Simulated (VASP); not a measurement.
Write the native input for VASP 6.6.1 that does the following.

```yaml
Task: relaxation of cell and atoms
Functional: PBEsol
Potentials_or_basis: VASP PAW PBE potentials, release 64 (Pd)
Cutoff: 600 eV
k_mesh: 10 × 10 × 10
Occupations: gaussian, width 0.1 eV
Spin: no spin polarisation
Dipole_correction: no
Further_INCAR_settings: ALGO = Normal; EDIFF = 1e-06; IBRION = 2; EDIFFG = -0.05; NSW = 80; ISIF = 3
```

The structure of Pd lies in POSCAR:

```
Pd
1.0
    0.0000000000      1.8627904440      1.8627904440
    1.8627904440      0.0000000000      1.8627904440
    1.8627904440      1.8627904440      0.0000000000
Pd
1
Direct
    0.0000000000      0.0000000000      0.0000000000
```

The input as run:

INCAR

```
SYSTEM = Pd
ALGO = Normal ; EDIFF = 1E-6
EDIFFG = -0.05 ; ENCUT = 600
GGA = PS ; IBRION = 2
ISIF = 3 ; ISMEAR = 0
LASPH = .TRUE. ; LCHARG = .FALSE.
LREAL = .FALSE. ; LWAVE = .FALSE.
NELM = 80 ; NSW = 80
PREC = Accurate ; SIGMA = 0.1
```

KPOINTS

```
k-points
0
G
  10 10 10
  0 0 0
```

Potentials or basis: VASP PAW PBE potentials, release 64 (Pd).

Launch:

```console
$ cat potpaw_PBE.64/Pd/POTCAR > POTCAR
$ mpirun -np 1 vasp_std > vasp.out
```

Results of the run:

The relaxed volume is 14.54 Å³/atom. The relaxed cell is a = 2.740 Å, b = 2.740 Å, c = 2.740 Å, α = 60.00°, β = 60.00°, γ = 60.00°. The space group after relaxing (to 0.05 Å) is Fm-3m (No. 225). The energy gained by relaxing is 142.5 meV/atom. The ionic steps are 4, the pressure after relaxing is -0.4 GPa and the band gap on the k mesh is zero (band 5 reaches 10.18 eV, above the bottom of band 6 at 8.57 eV).

Caveat: the PAW data sets were made with another functional, which shifts forces and pressure a little.

Wall time 9.2 s on 1 thread of Intel(R) Xeon(R) 6975P-C (Granite Rapids), on a shared host, peak memory 0.15 GiB.
